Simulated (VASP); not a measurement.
# AlNi (Cmmm) in VASP: further runs, part 3 of 3

VASP 6.6.1.

### Step 5. Single point, PBEsol, collinear spin, ferromagnetic start

File INCAR:

```
PREC = Accurate
ENCUT = 520
EDIFF = 1E-6
ISMEAR = -1
SIGMA = 0.05
LREAL = F
LASPH = T
NELM = 150
ALGO = Normal
ISIF = 2
LWAVE = F
LCHARG = T
ISPIN = 2
MAGMOM = 2 0
LORBIT = 11
NUPDOWN = 2.0
LMAXMIX = 4
GGA = PS
LELF = T
LVHAR = T
NBANDS = 18
```

File KPOINTS:

```
regular mesh
0
Gamma
  8 8 7
```

File POSCAR:

```
AlNi
1.0
    1.9386940000     -1.9531901500      0.0000000000
    1.9386940000      1.9531901500      0.0000000000
    0.0000000000      0.0000000000      3.0994300413
Ni Al
1 1
Direct
    0.5000000000      0.5000000000      0.5000000000
    0.0000000000      0.0000000000      0.0000000000
```

Potentials or basis: VASP PAW PBE potentials, release 64 (Ni, Al).

On the command line:

```
cat potpaw_PBE.64/Ni/POTCAR potpaw_PBE.64/Al/POTCAR > POTCAR
mpirun -np 1 vasp_std > vasp.out
```

OUTCAR:

```text
PREC = Accurate
   ENCUT = 520
   EDIFF = 1E-6
   ISMEAR = -1
   LREAL = F
   LASPH = T
   NELM = 150
   ISIF = 2
   ISPIN = 2
   LORBIT = 11
   NUPDOWN = 2.0
   GGA = PS

 ion  position               nearest neighbor table
   1  0.500  0.500  0.500-   2 2.48   2 2.48   2 2.48   2 2.48   2 2.49   2 2.49   2 2.49   2 2.49

   2  0.000  0.000  0.000-   1 2.48   1 2.48   1 2.48   1 2.48   1 2.49   1 2.49   1 2.49   1 2.49

  LATTYP: Found a base centered orthorhombic cell.
 ALAT       =     3.8773880000
 B/A-ratio  =     1.0074772759
 C/A-ratio  =     0.7993603017

  Lattice vectors:

 A1 = (   1.9386940000,  -1.9531901500,   0.0000000000)
 A2 = (   1.9386940000,   1.9531901500,   0.0000000000)
 A3 = (   0.0000000000,   0.0000000000,   3.0994300413)

Analysis of symmetry for initial positions (statically):
=====================================================================
 Subroutine PRICEL returns:
 Original cell was already a primitive cell.

 Routine SETGRP: Setting up the symmetry group for a
 base centered orthorhombic supercell.

 Subroutine GETGRP returns: Found  8 space group operations
 (whereof  8 operations were pure point group operations)
 out of a pool of  8 trial point group operations.

The static configuration has the point symmetry D_2h.

Analysis of symmetry for dynamics (positions and initial velocities):
=====================================================================
 Subroutine PRICEL returns:
 Original cell was already a primitive cell.

 Routine SETGRP: Setting up the symmetry group for a
 base centered orthorhombic supercell.

 Subroutine GETGRP returns: Found  8 space group operations
 (whereof  8 operations were pure point group operations)
 out of a pool of  8 trial point group operations.

The dynamic configuration has the point symmetry D_2h.
[... 148 lines left out ...]
   NGX = 11   NGY = 11   NGZ = 11

 number of electron      13.0000019 magnetization       2.0000007

 Free energy of the ion-electron system (eV)
  ---------------------------------------------------
  ext. energy  EPLUGINS =         0.00000000
  ---------------------------------------------------
  free energy    TOTEN  =        -9.26075612 eV

  energy without entropy =       -9.24683630  energy(sigma->0) =       -9.25379621

 E-fermi :   8.3738     XC(G=0): -12.2721

 val. band max:       12.7515363544   @ k =   0.0000   0.0000   0.0000
 cond. band min:       8.3840654022   @ k =   0.3750   0.2500   0.2857
 fundamental gap:     -4.3674709522
 Fermi energy:        12.7566945070

 spin component 1

 k-point     1 :       0.0000    0.0000    0.0000
  band No.  band energies     occupation
      1      -1.4596      1.00000
      2       5.3799      1.00000
      3       5.5098      1.00000
      4       7.1905      1.00000
      5       7.2076      1.00000
      6       7.4026      1.00000
[... 493 lines left out ...]
     17      30.1889      0.00000
     18      33.8845      0.00000

 [... further k-points ...]

 spin component 2

 k-point     1 :       0.0000    0.0000    0.0000
  band No.  band energies     occupation
      1      -0.7158      1.00000
      2       6.7394      1.00000
      3       6.8509      1.00000
      4       8.1894      0.97562
      5       8.2076      0.96527
      6       8.4948      0.08178
[... 493 lines left out ...]
     17      30.9461      0.00000
     18      34.6522      0.00000

 [... further k-points ...]

------------------------ aborting loop because EDIFF is reached ----------------------------------------

  FORCE on cell =-STRESS in cart. coord.  units (eV):
  Direction    XX          YY          ZZ          XY          YZ          ZX
  --------------------------------------------------------------------------------------
  -------------------------------------------------------------------------------------
  Total        2.9705035      2.7371729      2.8900869      0.0000000      0.0000000      0.0000000
  in kB      202.7566113    186.8302486    197.2676424      0.0000000      0.0000000      0.0000000
  external PRESSURE =     195.6181674 kB  Pullay stress =       0.0000000 kB

 VOLUME and BASIS-vectors are now :
 -----------------------------------------------------------------------------
  energy-cutoff  :      520.00
  volume of cell :       23.47
      direct lattice vectors                 reciprocal lattice vectors
     1.938694000 -1.953190150  0.000000000     0.257905580 -0.255991461  0.000000000
     1.938694000  1.953190150  0.000000000     0.257905580  0.255991461  0.000000000
     0.000000000  0.000000000  3.099430041     0.000000000  0.000000000  0.322639965

 POSITION                                       TOTAL-FORCE (eV/Angst)
 -----------------------------------------------------------------------------------
      1.93869      0.00000      1.54972         0.000000     -0.000000      0.000000
      0.00000      0.00000      0.00000        -0.000000      0.000000      0.000000
 -----------------------------------------------------------------------------------
    total drift:                                0.000000      0.000000      0.000000

  FREE ENERGIE OF THE ION-ELECTRON SYSTEM (eV)
  ---------------------------------------------------
  free  energy   TOTEN  =        -9.2607561222 eV

  energy  without entropy=       -9.2468362993  energy(sigma->0) =       -9.25379621

 total charge

# of ion       s       p       d       tot
------------------------------------------
    1        0.540   0.594   8.273   9.408
    2        0.408   0.426   0.000   0.834
--------------------------------------------------
tot          0.949   1.020   8.273  10.242

 magnetization (x)

# of ion       s       p       d       tot
------------------------------------------
    1        0.104   0.189   1.082   1.375
    2        0.051   0.100   0.000   0.151
--------------------------------------------------
tot          0.155   0.289   1.082   1.526
```

OSZICAR:

```text
N       E                     dE             d eps       ncg     rms          rms(c)
DAV:   1     0.460803497000E+02    0.46080E+02   -0.50842E+03  6184   0.772E+02
DAV:   2    -0.937961740666E+01   -0.55460E+02   -0.49314E+02  6654   0.165E+02
DAV:   3    -0.119784922272E+02   -0.25989E+01   -0.25433E+01  7218   0.361E+01
DAV:   4    -0.120120445352E+02   -0.33552E-01   -0.33522E-01  7032   0.368E+00
DAV:   5    -0.120127912254E+02   -0.74669E-03   -0.74663E-03  7180   0.599E-01    0.162E+01
DAV:   6    -0.137954399838E+02   -0.17826E+01   -0.57396E+01  6918   0.100E+02    0.251E+01
DAV:   7    -0.928490776879E+01    0.45105E+01   -0.18512E+01  7026   0.506E+01    0.295E+00
DAV:   8    -0.928772468245E+01   -0.28169E-02   -0.55867E-01  7836   0.642E+00    0.170E+00
DAV:   9    -0.926932248570E+01    0.18402E-01   -0.18361E-02  8470   0.154E+00    0.900E-01
DAV:  10    -0.926087129315E+01    0.84512E-02   -0.22665E-02  8192   0.158E+00    0.153E-01
DAV:  11    -0.926075465434E+01    0.11664E-03   -0.71587E-04  7430   0.292E-01    0.108E-01
DAV:  12    -0.926075549561E+01   -0.84127E-06   -0.36743E-05  7952   0.504E-02    0.674E-02
DAV:  13    -0.926075633919E+01   -0.84358E-06   -0.11454E-05  7560   0.284E-02    0.227E-02
DAV:  14    -0.926075612221E+01    0.21697E-06   -0.11620E-06  3730   0.110E-02
   1 F= -.92607561E+01 E0= -.92537962E+01  d E =-.139198E-01  mag=     2.0000
```

stdout:

```text
POSCAR found type information on POSCAR NiAl
 POSCAR found :  2 types and       2 ions
 scaLAPACK will be used
 -----------------------------------------------------------------------------
|                                                                             |
|                                                                             |
|     You enforced a specific xc type in the INCAR file but a different       |
|     I HOPE YOU KNOW WHAT YOU ARE DOING!                                     |
|                                                                             |
 -----------------------------------------------------------------------------

 LDA part: xc-table for (Slater+PW92), standard interpolation
 POSCAR, INCAR and KPOINTS ok, starting setup
 FFT: planning ... GRIDC
 FFT: planning ... GRID_SOFT
 FFT: planning ... GRID
 WAVECAR not read
 entering main loop
```

It took 62 s on 1 thread of Intel Xeon 8259CL, shared host; peak memory 0.17 GiB.

What came out:

```yaml
Free_energy: -9.2608 eV
Pressure: 19.6 GPa
Net_moment: 2.00 μB per cell
Site_moments: Ni +1.38; Al +0.15 μB
Valence_electrons_inside_the_program's_atomic_spheres: Ni 9.41; Al 0.83
```

Caveat: the cell stands under pressure; the PAW data sets were made with another functional, which shifts forces and pressure a little; the total moment is fixed, so each spin has its own Fermi level.

### Step 6. Single point, PBE0, collinear spin, ferromagnetic start

This run uses another cell than the first one, of 11.97 Å³/atom.

File POSCAR:

```
AlNi
1.0
    1.9515334073     -1.9661255611      0.0000000000
    1.9515334073      1.9661255611      0.0000000000
    0.0000000000      0.0000000000      3.1199566663
Ni Al
1 1
Direct
    0.5000000000      0.5000000000      0.5000000000
    0.0000000000      0.0000000000      0.0000000000
```

File INCAR.step1:

```
ALGO = Normal
EDIFF = 1E-5
ENCUT = 520
GGA = PE
GGA_COMPAT = False
ISIF = 2
ISMEAR = -1
ISPIN = 2
KPAR = 4
LASPH = True
LMAXMIX = 4
LORBIT = 11
LREAL = False
LWAVE = True
MAGMOM = 1 0
NBANDS = 18
NELM = 200
PREC = Accurate
SIGMA = 0.05
```

File INCAR.step2:

```
AEXX = 0.25
ALGO = Normal
EDIFF = 1E-6
ENCUT = 520
GGA = PE
GGA_COMPAT = False
ISIF = 2
ISMEAR = -1
ISPIN = 2
ISTART = 1
KPAR = 4
LASPH = True
LCHARG = True
LHFCALC = True
LMAXMIX = 4
LORBIT = 11
LREAL = False
LVHAR = True
LWAVE = False
MAGMOM = 1 0
NBANDS = 18
NELM = 200
PREC = Accurate
PRECFOCK = Normal
SIGMA = 0.05
```

File KPOINTS:

```
k-points
0
Gamma
  6 6 6
```

Potentials or basis: VASP PAW PBE potentials, release 64 (Ni, Al).

On the command line:

```
cat potpaw_PBE.64/Ni/POTCAR potpaw_PBE.64/Al/POTCAR > POTCAR
cp INCAR.step1 INCAR
mpirun -np 4 vasp_std > vasp.out
cp INCAR.step2 INCAR
mpirun -np 4 vasp_std > vasp.out
```

Wall time 17 min (4 MPI ranks of Intel Xeon Platinum 8488C (Sapphire Rapids), shared host); peak memory 0.18 GiB.

It converged, with:

- Free energy: -12.7950 eV
- Pressure: -3.0 GPa
- Net moment: 0.04 μB per cell
- Site moments: Ni +0.03; Al +0.00 μB
- Valence electrons inside the program's atomic spheres: Ni 9.55; Al 0.87

Stress tensor (GPa, compression positive):
```
-0.75  0.00  0.00
 0.00 -2.49  0.00
 0.00  0.00 -5.90
```

Levels at points of the mesh, in eV from the Fermi level:
Spin up:
```tsv
k point	band 4	band 5	band 6	band 7	band 8	band 9	band 10	band 11
(0.00, 0.00, 0.00)	-2.96	-2.94	-2.87	3.72	8.10	8.15	8.22	9.91
(0.50, 0.00, 0.00)	-4.16	-3.63	-2.84	-1.05	8.99	9.04	10.57	13.01
(0.50, 0.50, 0.00)	-3.80	-3.19	-3.06	-1.85	3.00	3.82	11.89	14.81
(0.00, 0.00, 0.50)	-3.45	-3.44	-2.83	-2.59	9.50	12.61	12.65	12.74
(0.50, 0.00, 0.50)	-3.66	-3.54	-3.25	-2.60	2.12	2.74	14.78	17.07
(0.50, 0.50, 0.50)	-2.58	-1.84	2.52	2.78	2.92	4.65	4.78	4.90
```
Spin down:
```csv
k point,band 4,band 5,band 6,band 7,band 8,band 9,band 10,band 11
"(0.00, 0.00, 0.00)",-2.92,-2.90,-2.83,3.75,8.12,8.16,8.28,9.93
"(0.50, 0.00, 0.00)",-4.12,-3.59,-2.79,-0.98,9.01,9.07,10.60,13.03
"(0.50, 0.50, 0.00)",-3.78,-3.17,-3.04,-1.81,3.06,3.85,11.91,14.82
"(0.00, 0.00, 0.50)",-3.42,-3.39,-2.79,-2.45,9.52,12.63,12.66,12.76
"(0.50, 0.00, 0.50)",-3.62,-3.50,-3.20,-2.45,2.15,2.78,14.80,17.09
"(0.50, 0.50, 0.50)",-2.44,-1.81,2.55,2.80,2.93,4.67,4.83,4.93
```

Caveat: the k points lie up to 0.38 Å⁻¹ apart; the PAW data sets were made with another functional, which shifts forces and pressure a little.

### Step 7. Summary

```tsv
level	fixed moment (μB)	cell	k mesh	grid for exact exchange (PRECFOCK)	share of exact exchange	pressure (GPa)	moment (μB)
PBEsol	1.0	a = 2.752, b = 2.752, c = 3.099 Å, angles 90.0, 90.0, 90.4°, 2 atoms	8 × 8 × 7	-	-	4.6	1.00
PBEsol	1.2	a = 2.752, b = 2.752, c = 3.099 Å, angles 90.0, 90.0, 90.4°, 2 atoms	8 × 8 × 7	-	-	6.9	1.20
PBEsol	1.5	a = 2.752, b = 2.752, c = 3.099 Å, angles 90.0, 90.0, 90.4°, 2 atoms	8 × 8 × 7	-	-	11.5	1.50
PBEsol	2.0	a = 2.752, b = 2.752, c = 3.099 Å, angles 90.0, 90.0, 90.4°, 2 atoms	8 × 8 × 7	-	-	19.6	2.00
PBE0	-	a = 2.770, b = 2.770, c = 3.120 Å, angles 90.0, 90.0, 90.4°, 2 atoms	6 × 6 × 6	Normal	0.25	-3.0	0.04
```

Alike in all rows: task single point; potentials or basis VASP PAW PBE potentials, release 64 (Ni, Al); spin collinear, ferromagnetic start; cutoff (eV) 520; smearing fermi-dirac 0.05 eV.

Caveats: some runs use coarse meshes; the PAW data sets were made with another functional, which shifts forces and pressure a little; the cell stands under pressure (at least some runs); the total moment is fixed, so each spin has its own Fermi level (at least some runs).

Total energies depend on the potentials used, so only differences within one code and one set of settings carry meaning.
